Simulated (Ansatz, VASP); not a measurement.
# Two plane-wave programs on Ir

```
Ir
1.0
     2.70530    0.00000    0.00000
    -1.35265    2.34286    0.00000
     0.00000    0.00000    4.39105
Ir
2
Direct
  0.33333 0.66667 0.25000
  0.66667 0.33333 0.75000
```

Alike in both runs: task single point; functional LDA; k mesh 15 × 15 × 8; occupations fermi-dirac, width 0.1 eV; no spin polarisation.

|  | VASP | Ansatz |
| --- | --- | --- |
| version | VASP 6.6.1 | Ansatz 0.2.0 |
| potentials or method | VASP PAW LDA potentials, release 64 (Ir_sv_GW), cutoff 560 eV | plane waves (420 eV) with PAW, scalar-relativistic |
| valence electrons in the cell | 34 | 34 |

```tsv
	VASP	Ansatz	Ansatz less VASP
pressure (GPa)	-0.5	-0.2	+0.36
traceless stress, the component that is largest in VASP (GPa)	-0.25	-0.24	+0.002
```

Ansatz warns that its potentials were made for another functional, while VASP's fit it. LDA's correlation is that of Perdew and Zunger in VASP and of Perdew and Wang (1992) in Ansatz.

Neither program's run includes spin-orbit coupling.
